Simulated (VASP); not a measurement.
# WC (Fm-3m) in VASP: further runs, part 2 of 2

VASP 6.6.1.

### Step 3. Relaxation of cell and atoms, PBEsol+D3(BJ)

This run uses another cell than the first one, of 10.54 Å³/atom, 1.014 times its volume.

INCAR reads:

```
SYSTEM = WC
  ALGO = Normal
  EDIFF = 1E-6
  EDIFFG = -0.02
  ENCUT = 600
  GGA = PS
  IBRION = 2
  ISIF = 3
  ISMEAR = 1
  IVDW = 12
  LASPH = .TRUE.
  LCHARG = .FALSE.
  LREAL = .FALSE.
  LWAVE = .FALSE.
  NELM = 60
  NSW = 80
  PREC = Accurate
  SIGMA = 0.05
```

KPOINTS reads:

```
k-points
0
G
  11 11 11
  0 0 0
```

POSCAR reads:

```
WC
1.0
    0.0000000000      2.1926840000      2.1926840000
    2.1926840000      0.0000000000      2.1926840000
    2.1926840000      2.1926840000      0.0000000000
W C
1 1
Direct
    0.0000000000      0.0000000000      0.0000000000
    0.5000000000      0.5000000000      0.5000000000
```

Potentials or basis: VASP PAW PBE potentials, release 64 (W_sv, C).

Launch:

```
$ cat potpaw_PBE.64/W_sv/POTCAR potpaw_PBE.64/C/POTCAR > POTCAR
$ mpirun -np 1 vasp_std > vasp.out
```

OUTCAR:

```text
SYSTEM = WC
   EDIFF = 1E-6
   EDIFFG = -0.02
   ENCUT = 600
   GGA = PS
   IBRION = 2
   ISIF = 3
   ISMEAR = 1
   IVDW = 12
   LASPH = .TRUE.
   LREAL = .FALSE.
   NELM = 60
   NSW = 80
   PREC = Accurate
 IVDW          = 12

 ion  position               nearest neighbor table
   1  0.000  0.000  0.000-   2 2.19   2 2.19   2 2.19   2 2.19   2 2.19   2 2.19
   2  0.500  0.500  0.500-   1 2.19   1 2.19   1 2.19   1 2.19   1 2.19   1 2.19

  LATTYP: Found a face centered cubic cell.
 ALAT       =     4.3853680000

  Lattice vectors:

 A1 = (   0.0000000000,   2.1926840000,   2.1926840000)
 A2 = (   2.1926840000,   0.0000000000,   2.1926840000)
 A3 = (   2.1926840000,   2.1926840000,   0.0000000000)

Analysis of symmetry for initial positions (statically):
=====================================================================
 Subroutine PRICEL returns:
 Original cell was already a primitive cell.

 Routine SETGRP: Setting up the symmetry group for a
 face centered cubic supercell.

[... 295 lines left out ...]

  energy without entropy =      -22.97606021  energy(sigma->0) =      -22.97611944

 E-fermi :  12.9061     XC(G=0): -14.0789

 val. band max:       12.8912525465   @ k =  -0.2727   0.4545   0.1818
 cond. band min:      12.9174923243   @ k =   0.2727   0.2727   0.0000
 fundamental gap:      0.0262397778
 Fermi energy:        12.9060937834

 k-point     1 :       0.0000    0.0000    0.0000
  band No.  band energies     occupation
      1     -62.4378      2.00000
      2     -26.4300      2.00000
      3     -26.4300      2.00000
      4     -26.4300      2.00000
      5      -3.2405      2.00000
      6       9.9836      2.00000
      7       9.9836      2.00000
      8       9.9836      2.00000
      9      11.8083      2.00000
     10      11.8083      2.00000
     11      11.8083      2.00000
     12      11.8964      2.00000
     13      11.8964      2.00000
[... 354 lines left out ...]
  band No.  band energies     occupation
      1     -62.4073      2.00000
      2     -26.8131      2.00000
      3     -26.5867      2.00000
      4     -26.4633      2.00000
      5      -0.9779      2.00000
      6       5.7773      2.00000
      7       6.9506      2.00000
      8       7.3054      2.00000
      9      11.3535      2.00000
     10      13.5329     -0.00000
     11      14.1866      0.00000
     12      15.6272      0.00000
     13      20.2586      0.00000

 [... further k-points ...]

------------------------ aborting loop because EDIFF is reached ----------------------------------------

 Edisp (eV)   -0.92368

 E8    (eV) :    -0.6363
[... 25 lines left out ...]
  FREE ENERGIE OF THE ION-ELECTRON SYSTEM (eV)
  ---------------------------------------------------
  free  energy   TOTEN  =       -23.8998339251 eV

  energy  without entropy=      -23.8997450872  energy(sigma->0) =      -23.89980431

 reached required accuracy - stopping structural energy minimisation
```

CONTCAR:

```text
WC
   1.00000000000000
     0.0000000000000000    2.1617986332772681    2.1617986332772681
     2.1617986332772681    0.0000000000000000    2.1617986332772681
     2.1617986332772681    2.1617986332772681   -0.0000000000000000
  W               C
     1     1
Direct
     0.0000000000000000    1.0000000000000000    0.0000000000000000
     0.5000000000000000    0.5000000000000000    0.5000000000000000

  0.00000000E+00  0.00000000E+00  0.00000000E+00
  0.00000000E+00  0.00000000E+00  0.00000000E+00
```

Wall time 59 s (1 thread of AMD EPYC 7R43 (Zen 3), shared host); peak memory 0.16 GiB.

Results:

| Property | Result |
| --- | --- |
| Free energy | -23.8998 eV |
| Relaxed volume | 10.10 Å³/atom |
| Relaxed cell | a = 3.057 Å, b = 3.057 Å, c = 3.057 Å, α = 60.00°, β = 60.00°, γ = 60.00° |
| Space group after relaxing (to 0.05 Å) | Fm-3m (No. 225) |
| Energy gained by relaxing | 22.8 meV/atom |
| Ionic steps | 4 |
| Pressure after relaxing | -0.1 GPa |
| Dispersion energy per atom | -0.462 eV |

The path:
| step | energy change (eV) | largest force (eV/Å) | pressure (GPa) | volume (Å³) |
| --- | --- | --- | --- | --- |
| 1 | 0.0000 | 0.0000 | -15.87 | 21.08 |
| 2 | 0.3068 | 0.0000 | 58.15 | 18.06 |
| 3 | -0.0455 | 0.0000 | -0.75 | 20.24 |
| 4 | -0.0456 | 0.0000 | -0.14 | 20.21 |

Final structure:
```
CELL_PARAMETERS angstrom
0.00000 2.16180 2.16180
2.16180 0.00000 2.16180
2.16180 2.16180 0.00000
ATOMIC_POSITIONS crystal
W 0.00000 0.00000 0.00000
C 0.50000 0.50000 0.50000
```

Caveat: the bands computed are all filled at some k points, so no gap is given; the PAW data sets were made with another functional, which shifts forces and pressure a little; spin-orbit coupling is left out, which moves the levels of the heavy elements.
